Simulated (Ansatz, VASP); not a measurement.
**One calculation of TeS2F2, two programs**

```
Te S F
1.0
     4.23806    0.00000    0.00000
    -2.11903    3.67027    0.00000
     0.00000    0.00000    8.28198
Te S F
1 2 2
Cartesian
  0.0000 0.0000 3.9752
  0.0000 0.0000 6.6696
  0.0000 0.0000 2.2148
  0.0000 2.4468 3.3869
  2.1190 1.2234 3.3869
```

Alike in both runs: task single point; functional PBE; k mesh 6 × 6 × 2; occupations gaussian, width 0.1 eV; no spin polarisation.

|  | VASP | Ansatz |
| --- | --- | --- |
| version | VASP 6.6.1 | Ansatz 0.2.0 |
| potentials or method | VASP PAW PBE potentials, release 64 (Te, S, F), cutoff 520 eV | scalar-relativistic, plane waves, PAW |
| valence electrons in the cell | 32 | 42 |

VASP gave:

```
gap on the k mesh at the Fermi level (eV)                     : none
pressure (GPa)                                                : 19.6
traceless stress, the component that is largest in VASP (GPa) : 31.63
rms of the force components (eV/Å)                            : 9.740
```

Question: Which values does Ansatz return?

Answer: gap on the k mesh at the Fermi level (eV): none; pressure (GPa): 19.7; traceless stress, the component that is largest in VASP (GPa): 31.27; rms of the force components (eV/Å): 9.612.

Atom by atom the forces differ by 0.133 eV/Å (rms over components). A gap of «none» marks a metal or a gap that the smearing closes. VASP's potentials hold 32 valence electrons a cell and Ansatz's 42, so a difference there can come from the potentials and not from the codes.

The k mesh is coarse, so the values compare programs but aren't converged. Neither program's run includes spin-orbit coupling.
